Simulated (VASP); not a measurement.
The system is Al3GaN4.

```xyz
8
Lattice="4.4072 0.0000 0.0000 0.0000 4.4072 0.0000 0.0000 0.0000 4.4072" Properties=species:S:1:pos:R:3 pbc="T T T"
Al    2.2036    2.2036    0.0000
Al    2.2036    0.0000    2.2036
Al    0.0000    2.2036    2.2036
Ga    0.0000    0.0000    0.0000
N     3.2821    3.2821    1.1251
N     3.2821    1.1251    3.2821
N     1.1251    3.2821    3.2821
N     1.1251    1.1251    1.1251
```

* Program: VASP 6.6.1
* Task: relaxation of cell and atoms
* Functional: LDA
* Potentials or basis: VASP PAW LDA potentials, release 64 (Al, Ga_d, N)
* Cutoff: 600 eV
* k mesh: 6 × 6 × 6
* Occupations: gaussian, width 0.01 eV
* Spin: no spin polarisation

At the start: pressure -4.4 GPa; volume 10.70 Å³/atom.

Q: How do energy, volume and symmetry change on relaxing?

A: Over 7 steps the energy falls by 3.3 meV/atom and the volume is 10.47 Å³/atom (-2.2 %); space group P-43m (No. 215, to 0.1 Å) before and after.

The path:
```tsv
step	energy change (eV)	largest force (eV/Å)	pressure (GPa)	volume (Å³)
1	0.0000	0.0161	-4.43	85.60
2	-0.0024	0.0126	4.54	81.99
3	-0.0265	0.0029	-0.02	83.73
4	-0.0265	0.0025	0.08	83.69
5	-0.0265	0.0001	-0.08	83.75
6	-0.0265	0.0011	0.00	83.72
7	-0.0265	0.0008	0.00	83.72
```

Final structure:
```xyz
8
Lattice="4.3747 0.0000 0.0000 0.0000 4.3747 0.0000 0.0000 0.0000 4.3747" Properties=species:S:1:pos:R:3 pbc="T T T"
Al    2.1874    2.1874    0.0000
Al    2.1874    0.0000    2.1874
Al    0.0000    2.1874    2.1874
Ga    0.0000    0.0000    0.0000
N     3.2581    3.2581    1.1166
N     3.2581    1.1166    3.2581
N     1.1166    3.2581    3.2581
N     1.1166    1.1166    1.1166
```
